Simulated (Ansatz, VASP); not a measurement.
## Hf in VASP and in Ansatz

File POSCAR:

```
Hf
1.0
    0.0000000000      2.2200000000      2.2200000000
    2.2200000000      0.0000000000      2.2200000000
    2.2200000000      2.2200000000      0.0000000000
Hf
1
Direct
    0.0000000000      0.0000000000      0.0000000000
```

The input INCAR.step1:

```
SYSTEM = Hf
ALGO = Normal
EDIFF = 1E-4
ENCUT = 520
GGA = PE
ISMEAR = -1
LASPH = .TRUE.
LCHARG = .FALSE.
LREAL = .FALSE.
LWAVE = .TRUE.
NBANDS = 11
NELM = 100
PREC = Accurate
SIGMA = 0.05
```

The input INCAR.step2:

```
SYSTEM = Hf
ALGO = Normal
EDIFF = 1E-6
ENCUT = 520
ISIF = 2
ISMEAR = -1
ISTART = 1
LASPH = .TRUE.
LCHARG = .FALSE.
LMIXTAU = .TRUE.
LREAL = .FALSE.
LWAVE = .FALSE.
METAGGA = R2SCAN
NBANDS = 11
NELM = 100
PREC = Accurate
SIGMA = 0.05
```

Contents of KPOINTS:

```
k-points
0
G
  10 10 10
  0 0 0
```

input.yaml

```yaml
crystal:
  lattice:
    - [0.0, 2.22, 2.22]
    - [2.22, 0.0, 2.22]
    - [2.22, 2.22, 0.0]
  atoms:
    - { symbol: Hf, position: [0.0, 0.0, 0.0] }
hamiltonian:
  xc: r2scan
  pseudopotentials: { kind: paw }
kpoints:
  mp_grid: { grid: [10, 10, 10] }
  band_path:
    path:
      - [[0.0, 0.0, 0.0], [0.5, 0.0, 0.5], [0.5, 0.25, 0.75], [0.375, 0.375, 0.75], [0.0, 0.0, 0.0], [0.5, 0.5, 0.5], [0.625, 0.25, 0.625], [0.5, 0.25, 0.75], [0.5, 0.5, 0.5], [0.375, 0.375, 0.75]]
      - [[0.625, 0.25, 0.625], [0.5, 0.0, 0.5]]
    npoints: 14
scf:
  occupations: { method: fermi_dirac, width: 0.05 }
  n_extra_bands: 6
output:
  forces: true
  stress: true
  eigenvalues: true
  fatbands: true
  write_density: true
  write_potential: true
  elf: true
  volumetric_format: npy
```

Alike in both runs: functional r2SCAN; k mesh 10 × 10 × 10; occupations fermi-dirac, width 0.05 eV; no spin polarisation.

```csv
,VASP,Ansatz
version,VASP 6.6.1,Ansatz 0.2.0
potentials or method,"VASP PAW PBE potentials, release 64 (Hf_pv)",Ansatz PAW
plane-wave cutoff (eV),520,500
valence electrons in the cell,10,26
task,single point,band structure
```

VASP gave:

| Property | Result |
| --- | --- |
| gap on the k mesh at the Fermi level (eV) | none |
| pressure (GPa) | 2.1 |

Task: Which values does Ansatz return?

Result: gap on the k mesh at the Fermi level (eV): none; pressure (GPa): 2.5.

VASP's potentials were made for PBE, not for r2SCAN. A gap of «none» marks a metal or a gap that the smearing closes. VASP's potentials hold 10 valence electrons a cell and Ansatz's 26, so a difference there can come from the potentials and not from the codes.

Neither program's run includes spin-orbit coupling.
